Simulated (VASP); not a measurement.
# TiO2 (I4_1/amd) in VASP: notebook

The runs below take TiO2 through single point, with LDA.

Program: VASP 6.6.1. These are calculated values, not measurements. Logs are shortened: lines on timing, memory, paths and dates and some standing lists are left out, and cuts for length are marked.

### Step 1. The cell of the first run

It takes space group I4_1/amd (No. 141, tetragonal). Conventional cell: a = 3.680 Å, b = 3.680 Å, c = 9.254 Å, α = 90.00°, β = 90.00°, γ = 90.00°. Ti (site symmetry -4m2) has 6 O at 1.88 to 1.93 Å within 2.5 Å. O (site symmetry 2mm) has 3 Ti at 1.88 to 1.93 Å and 2 O at 2.40 Å within 2.5 Å.

### Step 2. Single point, LDA

INCAR reads:

```
SYSTEM = TiO2
PREC = Accurate
ENCUT = 1340
EDIFF = 1E-6
ISMEAR = 0
SIGMA = 0.01
LREAL = .FALSE.
LASPH = .TRUE.
NELM = 120
ALGO = Normal
ISIF = 2
LWAVE = .FALSE.
LCHARG = .FALSE.
GGA = CA
NBANDS = 33
GGA_COMPAT = .FALSE.
```

KPOINTS reads:

```
Automatic mesh
0
G
  8 8 8
  0 0 0
```

POSCAR reads:

```
TiO2
1.0
   -1.8402353181      1.8402353181      4.6268968230
    1.8402353181     -1.8402353181      4.6268968230
    1.8402353181      1.8402353181     -4.6268968230
Ti O
2 4
Direct
    0.0000000000      0.0000000000      0.0000000000
    0.7500000000      0.2500000000      0.5000000000
    0.2081000000      0.2081000000      0.0000000000
    0.9581000000      0.4581000000      0.5000000000
    0.5419000000      0.0419000000      0.5000000000
    0.7919000000      0.7919000000      0.0000000000
```

Potentials or basis: VASP PAW LDA potentials, release 64 (Ti_sv, O_h).

Command:

```console
cat potpaw_LDA.64/Ti_sv/POTCAR potpaw_LDA.64/O_h/POTCAR > POTCAR
mpirun -np 1 vasp_std > vasp.out
```

OUTCAR:

```text
SYSTEM = TiO2
   PREC = Accurate
   ENCUT = 1340
   EDIFF = 1E-6
   ISMEAR = 0
   LREAL = .FALSE.
   LASPH = .TRUE.
   NELM = 120
   ISIF = 2
   GGA = CA

 ion  position               nearest neighbor table
   1  0.000  0.000  0.000-   5 1.88   4 1.88   5 1.88   4 1.88   3 1.93   6 1.93
   2  0.750  0.250  0.500-   6 1.88   3 1.88   6 1.88   3 1.88   4 1.93   5 1.93
   3  0.208  0.208  0.000-   2 1.88   2 1.88   1 1.93
   4  0.958  0.458  0.500-   1 1.88   1 1.88   2 1.93
   5  0.542  0.042  0.500-   1 1.88   1 1.88   2 1.93
   6  0.792  0.792  0.000-   2 1.88   2 1.88   1 1.93

  LATTYP: Found a body centered tetragonal cell.
 ALAT       =     3.6804706362
 C/A-ratio  =     2.5142962846

  Lattice vectors:

 A1 = (  -1.8402353181,   1.8402353181,   4.6268968230)
 A2 = (   1.8402353181,  -1.8402353181,   4.6268968230)
 A3 = (   1.8402353181,   1.8402353181,  -4.6268968230)

Analysis of symmetry for initial positions (statically):
=====================================================================
 Subroutine PRICEL returns:
 Original cell was already a primitive cell.

 Routine SETGRP: Setting up the symmetry group for a
 body centered tetragonal supercell.

 Subroutine GETGRP returns: Found 16 space group operations
 (whereof  8 operations were pure point group operations)
 out of a pool of 16 trial point group operations.

The static configuration has the point symmetry D_2d.
 The point group associated with its full space group is D_4h.

Analysis of symmetry for dynamics (positions and initial velocities):
=====================================================================
 Subroutine PRICEL returns:
 Original cell was already a primitive cell.

 Routine SETGRP: Setting up the symmetry group for a
 body centered tetragonal supercell.

 Subroutine GETGRP returns: Found 16 space group operations
 (whereof  8 operations were pure point group operations)
 out of a pool of 16 trial point group operations.

The dynamic configuration has the point symmetry D_2d.
 The point group associated with its full space group is D_4h.

 Subroutine INISYM returns: Found 16 space group operations
 (whereof  8 operations are pure point group operations),
 and found     1 'primitive' translations

----------------------------------------------------------------------------------------

                                     Primitive cell

  volume of cell :      62.6753

[... 98 lines left out ...]
   EDIFFG = 0.1E-04   stopping-criterion for IOM
   NSW    =      0    number of steps for IOM
   IBRION =     -1    ionic relax: 0-MD 1-quasi-New 2-CG
   NFREE  =      0    steps in history (QN), initial steepest desc. (CG)
   ISIF   =      2    stress and relaxation
   ISYM   =      2    0-nonsym 1-usesym 2-fastsym
   POTIM  = 0.5000    time-step for ionic-motion
   TEBEG  =    0.0;   TEEND  =   0.0 temperature during run
   PSTRESS=    0.0 pullay stress
   NELECT =      48.0000    total number of electrons
   NUPDOWN=      -1.0000    fix difference up-down
   EMIN   =  10.00;   EMAX   =-10.00  energy-range for DOS
   EFERMI =   0.00;   METHOD = LEGACY
   ISMEAR =     0;   SIGMA  =   0.01  broadening in eV -4-tet -1-fermi 0-gaus
   EFERMI_NEDOS =   21; number of points for ismear=-14 and -15
   IALGO  =     38    algorithm
   IMIX   =      4    mixing-type and parameters
     AMIX     =   0.40;   BMIX     =  1.00
     AMIX_MAG =   1.60;   BMIX_MAG =  1.00
  volume/ion in A,a.u.               =      10.45        70.49
  Fermi-wavevector in a.u.,A,eV,Ry     =   1.497809  2.830448 30.523738  2.243431
  Thomas-Fermi vector in A             =   2.609649
   LORBIT       =      0    0 simple, 1 ext, 2 COOP (PROOUT), +10 PAW based schemes
   GGA     = CA    functional components
   LHFCALC =     F    Hartree Fock is set to
   AEXX    =    0.0000 exact exchange contribution
   IVDW    =     0    specifies the selected vdW correction
   LEPSILON=     F    determine dielectric tensor
   LRPA    =     F    only Hartree local field effects (RPA)
 non-spin polarized calculation
 Gauss-broadening in eV      SIGMA  =   0.01
  energy-cutoff  :     1340.00
  volume of cell :       62.68
 maximum number of plane-waves:      7028
   NGX = 31   NGY = 31   NGZ = 31

 number of electron      48.0000000 magnetization

 Free energy of the ion-electron system (eV)
  ---------------------------------------------------
  ext. energy  EPLUGINS =         0.00000000
  ---------------------------------------------------
  free energy    TOTEN  =       -58.70671420 eV

  energy without entropy =      -58.70671420  energy(sigma->0) =      -58.70671420

 E-fermi :   4.5187     XC(G=0): -11.7770

 val. band max:        4.3341989178   @ k =   0.5000   0.5000   0.0000
 cond. band min:       6.5413041331   @ k =   0.0000   0.0000   0.0000
 fundamental gap:      2.2071052154
 Fermi energy:         4.5186765257

 k-point     1 :       0.0000    0.0000    0.0000
  band No.  band energies     occupation
      1     -50.9571      2.00000
      2     -50.8610      2.00000
      3     -27.9873      2.00000
      4     -27.6444      2.00000
      5     -27.6444      2.00000
      6     -27.5407      2.00000
[... 853 lines left out ...]
     32      11.8232      0.00000
     33      12.4370      0.00000

 [... further k-points ...]

------------------------ aborting loop because EDIFF is reached ----------------------------------------

  FORCE on cell =-STRESS in cart. coord.  units (eV):
  Direction    XX          YY          ZZ          XY          YZ          ZX
  --------------------------------------------------------------------------------------
  -------------------------------------------------------------------------------------
  Total        5.6836768      5.6836768      6.5204994      0.0000000      0.0000000      0.0000000
  in kB      145.2925769    145.2925769    166.6843823      0.0000000      0.0000000      0.0000000
  external PRESSURE =     152.4231787 kB  Pullay stress =       0.0000000 kB

 VOLUME and BASIS-vectors are now :
 -----------------------------------------------------------------------------
  energy-cutoff  :     1340.00
  volume of cell :       62.68
      direct lattice vectors                 reciprocal lattice vectors
    -1.840235318  1.840235318  4.626896823     0.000000000  0.271704382  0.108063789
     1.840235318 -1.840235318  4.626896823     0.271704382  0.000000000  0.108063789
     1.840235318  1.840235318 -4.626896823     0.271704382  0.271704382  0.000000000

 POSITION                                       TOTAL-FORCE (eV/Angst)
 -----------------------------------------------------------------------------------
      0.00000      0.00000      0.00000         0.000000      0.000000     -0.000000
     -0.00000      1.84024      2.31345         0.000000      0.000000     -0.000000
      0.00000      0.00000      1.92571        -0.000000      0.000000      0.459220
      0.00000      1.84024      4.23916         0.000000     -0.000000      0.459220
      0.00000      1.84024      0.38773         0.000000     -0.000000     -0.459220
      0.00000      0.00000      7.32808        -0.000000      0.000000     -0.459220
 -----------------------------------------------------------------------------------
    total drift:                               -0.000000     -0.000000     -0.000000

  FREE ENERGIE OF THE ION-ELECTRON SYSTEM (eV)
  ---------------------------------------------------
  free  energy   TOTEN  =       -58.7067142011 eV

  energy  without entropy=      -58.7067142011  energy(sigma->0) =      -58.70671420
```

OSZICAR:

```text
N       E                     dE             d eps       ncg     rms          rms(c)
DAV:   1     0.943438178075E+03    0.94344E+03   -0.42663E+04  3894   0.335E+03
DAV:   2     0.138947912240E+03   -0.80449E+03   -0.75821E+03  3986   0.750E+02
DAV:   3    -0.584989316273E+02   -0.19745E+03   -0.18043E+03  6003   0.265E+02
DAV:   4    -0.739689060017E+02   -0.15470E+02   -0.15329E+02  5560   0.788E+01
DAV:   5    -0.746798095653E+02   -0.71090E+00   -0.71020E+00  5617   0.159E+01    0.355E+01
DAV:   6    -0.585906456964E+02    0.16089E+02   -0.69572E+01  5869   0.908E+01    0.112E+01
DAV:   7    -0.588811826159E+02   -0.29054E+00   -0.14112E+01  5487   0.295E+01    0.105E+01
DAV:   8    -0.586921107913E+02    0.18907E+00   -0.88864E-01  5420   0.983E+00    0.419E+00
DAV:   9    -0.587145896491E+02   -0.22479E-01   -0.32503E-01  5930   0.422E+00    0.128E+00
DAV:  10    -0.587078856795E+02    0.67040E-02   -0.81051E-02  5374   0.321E+00    0.604E-01
DAV:  11    -0.587066827579E+02    0.12029E-02   -0.65119E-03  4916   0.593E-01    0.111E-01
DAV:  12    -0.587067743872E+02   -0.91629E-04   -0.60367E-04  5034   0.241E-01    0.892E-02
DAV:  13    -0.587067125713E+02    0.61816E-04   -0.24423E-04  5403   0.184E-01    0.101E-02
DAV:  14    -0.587067146514E+02   -0.20801E-05   -0.17687E-05  5291   0.302E-02    0.665E-03
DAV:  15    -0.587067142011E+02    0.45033E-06   -0.32610E-06  4676   0.203E-02
   1 F= -.58706714E+02 E0= -.58706714E+02  d E =-.699947-152
```

It took 18 min on 1 thread of Intel Xeon Platinum 8375C at 2.90GHz (Ice Lake), shared host; peak memory 0.69 GiB.

What came out:

```yaml
Free_energy: -58.7067 eV
Pressure: 15.2 GPa
Largest_force: 0.459 eV/Å
Band_gap_on_the_k_mesh: 2.21 eV (least direct gap 2.50 eV)
```

Forces in eV/Å, atoms in the order of the input:
```
Ti   0.000  0.000  0.000
Ti   0.000  0.000  0.000
O    0.000  0.000  0.459
O    0.000  0.000  0.459
O    0.000  0.000 -0.459
O    0.000  0.000 -0.459
```

Caveat: the cell stands under pressure.

### Step 3. Single point, LDA

This run uses another cell than the first one, of 11.35 Å³/atom.

INCAR reads:

```
SYSTEM = TiO2
PREC = Accurate ; ENCUT = 1340
EDIFF = 1E-6 ; ISMEAR = 0
SIGMA = 0.01 ; LREAL = .FALSE.
LASPH = .TRUE. ; NELM = 120
ALGO = Normal ; ISIF = 2
LWAVE = .FALSE. ; LCHARG = .FALSE.
NBANDS = 33 ; GGA_COMPAT = .FALSE.
```

KPOINTS reads:

```
regular mesh
0
G
  8 8 8
  0 0 0
```

POSCAR: that of step 2 with these lines changed.

```diff
@@ -2,5 +2,5 @@
 1.0
-   -1.8402353181      1.8402353181      4.6268968230
-    1.8402353181     -1.8402353181      4.6268968230
-    1.8402353181      1.8402353181     -4.6268968230
+   -1.8921000000      1.8921000000      4.7573000000
+    1.8921000000     -1.8921000000      4.7573000000
+    1.8921000000      1.8921000000     -4.7573000000
 Ti O
```

Potentials or basis: VASP PAW LDA potentials, release 64 (Ti_sv, O_h).

Command:

```console
cat potpaw_LDA.64/Ti_sv/POTCAR potpaw_LDA.64/O_h/POTCAR > POTCAR
mpirun -np 1 vasp_std > vasp.out
```

Wall time 15 min (1 thread of Intel Xeon Platinum 8488C (Sapphire Rapids), shared host); peak memory 0.75 GiB.

The run converged. Its results:

```yaml
Free_energy: -58.8535 eV
Pressure: -5.8 GPa
Largest_force: 0.091 eV/Å
Band_gap_on_the_k_mesh: 2.04 eV (least direct gap 2.35 eV)
```

Forces on the atoms (eV/Å):
```
Ti   0.000  0.000  0.000
Ti   0.000  0.000  0.000
O    0.000  0.000 -0.091
O    0.000  0.000 -0.091
O    0.000  0.000  0.091
O    0.000  0.000  0.091
```

Stress tensor (GPa, compression positive):
```
-6.12  0.00  0.00
 0.00 -6.12  0.00
 0.00  0.00 -5.30
```

Levels at points of the mesh, in eV from the valence-band top:
```
           k point  band 20  band 21  band 22  band 23  band 24  band 25  band 26  band 27  band 28  band 29
(0.00, 0.00, 0.00)    -0.73    -0.73    -0.73    -0.44    -0.44     2.04     2.81     3.96     3.96     3.99
(0.50, 0.00, 0.00)    -1.98    -1.96    -0.95    -0.80    -0.60     3.19     3.51     3.54     3.65     4.29
(0.50, 0.50, 0.00)    -2.64    -2.07    -2.07     0.00     0.00     3.31     3.31     3.81     3.81     4.90
(0.50, 0.50, 0.50)    -1.33    -1.24    -1.24    -0.09    -0.09     2.41     2.41     3.74     3.74     4.23
```

Caveat: the cell stands under tension. Expect the measured gap to be larger: semilocal functionals such as LDA lack the derivative discontinuity.
